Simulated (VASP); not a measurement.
# GeSb2 (Pnnm) in VASP: notebook, part 2 of 2

VASP 6.6.1.

## (3) Single point, PBE

This run uses another cell than the first one, of 28.08 Å³/atom.

File INCAR:

```
SYSTEM = GeSb2
ALGO = Normal ; EDIFF = 1E-6
ENCUT = 500 ; GGA = PE
GGA_COMPAT = .False. ; ISIF = 2
ISMEAR = 0 ; LASPH = .True.
LCHARG = .False. ; LREAL = .False.
LWAVE = .False. ; NBANDS = 33
NELM = 120 ; PREC = Accurate
SIGMA = 0.1
```

File KPOINTS:

```
k-points
0
Gamma
  4 4 4
  0 0 0
```

File POSCAR:

```
GeSb2
1.0
    5.7699496345      0.0000000000      0.0000000000
    0.0000000000      7.4395492665      0.0000000000
    0.0000000000      0.0000000000      3.9242352350
Ge Sb
2 4
Direct
    0.0000000000      0.0000000000      0.0000000000
    0.5000000000      0.5000000000      0.5000000000
    0.1817752828      0.3678763051      0.0000000000
    0.8182247172      0.6321236949      0.0000000000
    0.6817752828      0.1321236949      0.5000000000
    0.3182247172      0.8678763051      0.5000000000
```

Potentials or basis: VASP PAW PBE potentials, release 64 (Ge_d, Sb).

The run is started by

```console
cat potpaw_PBE.64/Ge_d/POTCAR potpaw_PBE.64/Sb/POTCAR > POTCAR
mpirun -np 1 vasp_std > vasp.out
```

OUTCAR:

```text
SYSTEM = GeSb2
   EDIFF = 1E-6
   ENCUT = 500
   GGA = PE
   ISIF = 2
   ISMEAR = 0
   LASPH = .True.
   LREAL = .False.
   NELM = 120
   PREC = Accurate

 ion  position               nearest neighbor table
   1  0.000  0.000  0.000-   5 2.86   6 2.86   5 2.86   6 2.86   3 2.93   4 2.93
   2  0.500  0.500  0.500-   3 2.86   4 2.86   3 2.86   4 2.86   5 2.93   6 2.93
   3  0.182  0.368  0.000-   2 2.86   2 2.86   4 2.87   1 2.93
   4  0.818  0.632  0.000-   2 2.86   2 2.86   3 2.87   1 2.93
   5  0.682  0.132  0.500-   1 2.86   1 2.86   6 2.87   2 2.93
   6  0.318  0.868  0.500-   1 2.86   1 2.86   5 2.87   2 2.93

  LATTYP: Found a simple orthorhombic cell.
 ALAT       =     3.9242352350
 B/A-ratio  =     1.4703373496
 C/A-ratio  =     1.8957959503

  Lattice vectors:

 A1 = (   0.0000000000,   0.0000000000,   3.9242352350)
 A2 = (   5.7699496345,   0.0000000000,   0.0000000000)
 A3 = (   0.0000000000,   7.4395492665,   0.0000000000)

Analysis of symmetry for initial positions (statically):
[... 186 lines left out ...]
 cond. band min:       6.1259770472   @ k =   0.0000   0.0000   0.2500
 fundamental gap:      0.0963128119
 Fermi energy:         6.0870017177

 k-point     1 :       0.0000    0.0000    0.0000
  band No.  band energies     occupation
      1     -18.4220      2.00000
      2     -18.4204      2.00000
      3     -18.4057      2.00000
      4     -18.4052      2.00000
      5     -18.3922      2.00000
      6     -18.3916      2.00000
[... 853 lines left out ...]
     32       9.9531      0.00000
     33      10.7072      0.00000

 [... further k-points ...]

------------------------ aborting loop because EDIFF is reached ----------------------------------------

  FORCE on cell =-STRESS in cart. coord.  units (eV):
  Direction    XX          YY          ZZ          XY          YZ          ZX
  --------------------------------------------------------------------------------------
  -------------------------------------------------------------------------------------
  Total        0.0250852     -0.0901315     -0.1733820      0.0000000      0.0000000      0.0000000
  in kB        0.2385908     -0.8572619     -1.6490765      0.0000000      0.0000000      0.0000000
  external PRESSURE =      -0.7559158 kB  Pullay stress =       0.0000000 kB

 VOLUME and BASIS-vectors are now :
 -----------------------------------------------------------------------------
  energy-cutoff  :      500.00
  volume of cell :      168.45
      direct lattice vectors                 reciprocal lattice vectors
     5.769949634  0.000000000  0.000000000     0.173311738  0.000000000  0.000000000
     0.000000000  7.439549267  0.000000000     0.000000000  0.134416745  0.000000000
     0.000000000  0.000000000  3.924235235     0.000000000  0.000000000  0.254826722

 POSITION                                       TOTAL-FORCE (eV/Angst)
 -----------------------------------------------------------------------------------
      0.00000      0.00000      0.00000         0.000000      0.000000      0.000000
      2.88497      3.71977      1.96212         0.000000      0.000000      0.000000
      1.04883      2.73683      0.00000         0.033597     -0.015288      0.000000
      4.72112      4.70272      0.00000        -0.033597      0.015288      0.000000
      3.93381      0.98294      1.96212         0.033597      0.015288     -0.000000
      1.83614      6.45661      1.96212        -0.033597     -0.015288      0.000000
 -----------------------------------------------------------------------------------
    total drift:                               -0.000000      0.000000     -0.000000

  FREE ENERGIE OF THE ION-ELECTRON SYSTEM (eV)
  ---------------------------------------------------
  free  energy   TOTEN  =       -24.5635985935 eV

  energy  without entropy=      -24.5529915827  energy(sigma->0) =      -24.55829509
```

stdout:

```text
POSCAR found type information on POSCAR GeSb
 POSCAR found :  2 types and       6 ions
 scaLAPACK will be used
 LDA part: xc-table for (Slater+PW92), standard interpolation
 POSCAR, INCAR and KPOINTS ok, starting setup
 FFT: planning ... GRIDC
 FFT: planning ... GRID_SOFT
 FFT: planning ... GRID
 WAVECAR not read
 entering main loop
```

It took 51 s on 1 thread of AMD EPYC 9R45 (Zen 5), shared host; peak memory 0.28 GiB.

What came out:

* Free energy: -24.5636 eV
* Pressure: -0.1 GPa
* Largest force: 0.037 eV/Å
* Band gap on the k mesh: zero (bands 24 and 25 overlap by 1.72 eV)

Forces in eV/Å, atoms in the order of the input:
```
Ge   0.000  0.000  0.000
Ge   0.000  0.000  0.000
Sb   0.034 -0.015  0.000
Sb  -0.034  0.015  0.000
Sb   0.034  0.015  0.000
Sb  -0.034 -0.015  0.000
```

Levels at points of the mesh, in eV from the Fermi level:
```
           k point  band 20  band 21  band 22  band 23  band 24  band 25  band 26  band 27  band 28  band 29
(0.00, 0.00, 0.00)    -1.83    -0.78    -0.24     1.14     1.17     1.26     1.76     2.02     2.44     2.60
(0.50, 0.00, 0.00)    -0.79    -0.42    -0.42    -0.22    -0.22     0.73     0.73     1.58     1.58     2.88
(0.00, 0.50, 0.00)    -1.26    -1.14    -1.14    -0.69    -0.69     1.99     1.99     2.77     2.77     3.64
(0.50, 0.50, 0.00)    -1.61    -0.60    -0.60    -0.15    -0.15     0.32     0.32     2.60     2.60     3.23
(0.00, 0.00, 0.50)    -3.48    -1.90    -1.90    -1.27    -1.27    -0.55    -0.55     0.99     0.99     3.14
(0.50, 0.00, 0.50)    -3.48    -2.61    -2.61     0.61     0.61     1.45     1.45     1.68     1.68     3.39
(0.00, 0.50, 0.50)    -3.17    -2.58    -2.58    -1.71    -1.71    -0.52    -0.52     2.50     2.50     2.58
(0.50, 0.50, 0.50)    -2.44    -2.37    -2.37    -0.66    -0.66    -0.06    -0.06     3.01     3.01     3.03
```

Caveat: the k points lie up to 0.40 Å⁻¹ apart, too coarse for converged energies and pressures of a metal; spin-orbit coupling is left out, which moves the levels of the heavy elements.

## (4) Relaxation of cell and atoms, PBE

File INCAR:

```
PREC     = Accurate       # precision mode
ENCUT    = 500            # plane-wave cutoff, eV
EDIFF    = 1E-7           # SCF threshold, eV
ISMEAR   = 0              # smearing method
SIGMA    = 0.1            # smearing width, eV
LREAL    = F              # projectors in reciprocal space
LASPH    = T              # aspherical terms in the spheres
NELM     = 120            # most SCF steps
ALGO     = Normal         # electronic algorithm
ISIF     = 3              # what is computed and relaxed
LWAVE    = F              # write WAVECAR
LCHARG   = F              # write CHGCAR
GGA      = PE             # functional
IBRION   = 2              # ionic algorithm
NSW      = 90             # ionic steps
EDIFFG   = -0.04          # ionic threshold
GGA_COMPAT= F            
NELMIN   = 4
```

File KPOINTS:

```
regular mesh
0
Gamma
  4 4 4
```

File POSCAR:

```
GeSb2
1.0
    5.2446859008      0.0000000000      0.0000000000
    0.0000000000      6.4010986675      0.0000000000
    0.0000000000      0.0000000000      3.9959961154
Ge Sb
2 4
Direct
    0.0000000000      0.0000000000      0.0000000000
    0.5000000000      0.5000000000      0.5000000000
    0.2004000000      0.3787000000      0.0000000000
    0.7996000000      0.6213000000      0.0000000000
    0.7004000000      0.1213000000      0.5000000000
    0.2996000000      0.8787000000      0.5000000000
```

The run is started by

```console
cat potpaw_PBE.64/Ge_d/POTCAR potpaw_PBE.64/Sb/POTCAR > POTCAR
mpirun -np 1 vasp_std > vasp.out
```

Wall time 8.7 min (1 thread of AMD EPYC 9R45 (Zen 5), shared host); peak memory 0.25 GiB.

The run converged. Its results:

* Free energy: -24.5439 eV
* Relaxed volume: 27.87 Å³/atom
* Relaxed cell: a = 5.763 Å, b = 7.433 Å, c = 3.904 Å, α = 90.00°, β = 90.00°, γ = 90.00°
* Space group after relaxing (to 0.1 Å): Pnnm (No. 58)
* Energy gained by relaxing: 388.6 meV/atom
* Ionic steps: 19
* Pressure after relaxing: 0.1 GPa
* Largest force after relaxing: 0.022 eV/Å
* Band gap on the k mesh: zero (bands 24 and 25 overlap by 1.75 eV)

Forces in eV/Å, atoms in the order of the input:
```
Ge   0.000  0.000  0.000
Ge   0.000  0.000  0.000
Sb   0.012 -0.018  0.000
Sb  -0.012  0.018  0.000
Sb   0.012  0.018  0.000
Sb  -0.012 -0.018  0.000
```

Stress tensor (GPa, compression positive):
```
0.14 0.00 0.00
0.00 0.04 0.00
0.00 0.00 0.22
```

The path:
```
step  energy change (eV)  largest force (eV/Å)  pressure (GPa)  volume (Å³)
   1              0.0000                0.7433           22.31       134.15
   2             -1.3705                0.6330           -5.95       204.07
   3             -2.1126                0.4063            0.07       171.35
   4             -2.1521                0.2972           -0.01       172.05
   5             -2.1903                0.2591           -0.06       174.02
   6             -2.1946                0.1307           -0.09       173.51
   7             -2.1947                0.1445           -0.09       173.58
   8             -2.2083                0.1656           -0.14       173.27
   9             -2.2528                0.2479           -0.27       172.21
  10             -2.2643                0.2425           -0.39       169.51
  11             -2.2831                0.2687           -0.35       171.23
  12             -2.2888                0.2698           -0.41       170.50
  13             -2.2939                0.2454           -0.40       170.05
  14             -2.2972                0.1946           -0.33       169.14
  15             -2.3071                0.1676           -0.24       168.72
  16             -2.3266                0.0845            0.07       167.44
  17             -2.3130                0.1372            0.97       164.85
  18             -2.3302                0.0441            0.33       166.64
  19             -2.3313                0.0217            0.13       167.24
```

Final structure:
```
CELL_PARAMETERS angstrom
5.76267 0.00000 0.00000
0.00000 7.43333 0.00000
0.00000 0.00000 3.90430
ATOMIC_POSITIONS crystal
Ge 0.00000 0.00000 0.00000
Ge 0.50000 0.50000 0.50000
Sb 0.18207 0.36753 0.00000
Sb 0.81793 0.63247 0.00000
Sb 0.68207 0.13247 0.50000
Sb 0.31793 0.86753 0.50000
```

Levels at points of the mesh, in eV from the Fermi level:
```tsv
k point	band 20	band 21	band 22	band 23	band 24	band 25	band 26	band 27	band 28
(0.00, 0.00, 0.00)	-1.82	-0.80	-0.22	1.15	1.18	1.29	1.79	2.06	2.44
(0.50, 0.00, 0.00)	-0.78	-0.41	-0.41	-0.24	-0.24	0.76	0.76	1.57	1.57
(0.00, 0.50, 0.00)	-1.24	-1.16	-1.16	-0.70	-0.70	2.02	2.02	2.78	2.78
(0.50, 0.50, 0.00)	-1.63	-0.59	-0.59	-0.13	-0.13	0.36	0.36	2.59	2.59
(0.00, 0.00, 0.50)	-3.53	-1.92	-1.92	-1.29	-1.29	-0.57	-0.57	0.96	0.96
(0.50, 0.00, 0.50)	-3.51	-2.63	-2.63	0.60	0.60	1.45	1.45	1.68	1.68
(0.00, 0.50, 0.50)	-3.21	-2.60	-2.60	-1.74	-1.74	-0.53	-0.53	2.48	2.48
(0.50, 0.50, 0.50)	-2.45	-2.39	-2.39	-0.68	-0.68	-0.09	-0.09	3.02	3.02
```

Caveat: the k points lie up to 0.40 Å⁻¹ apart in the final cell, too coarse for converged energies and pressures of a metal; the volume moved by over 15 % at a fixed basis, so the end points are rough; spin-orbit coupling is left out, which moves the levels of the heavy elements.

## (5) Summary

```csv
task,cell,gap on the mesh (eV),pressure (GPa),largest force (eV/Å)
single point,"a = 5.245, b = 6.401, c = 3.996 Å, 6 atoms, atomic positions A",none,22.4,0.74
single point,"a = 5.770, b = 7.440, c = 3.924 Å, 6 atoms, atomic positions B",none,-0.1,0.04
relaxation of cell and atoms,"relaxed from a = 5.245, b = 6.401, c = 3.996 Å, 6 atoms, atomic positions A",none,0.1,0.02
```

Alike in all rows: level PBE; potentials or basis VASP PAW PBE potentials, release 64 (Ge_d, Sb); no spin polarisation; k mesh 4 × 4 × 4; cutoff (eV) 500; smearing gaussian 0.1 eV.

Caveats: all runs use coarse meshes; spin-orbit coupling is left out, which moves the levels of the heavy elements; the volume moved by over 15 % at a fixed basis, so the end points are rough (at least some runs).

Absolute energies hang on the potentials; compare differences alone.

The gap in the log of VASP goes by the Fermi energy; the results here count the filled bands.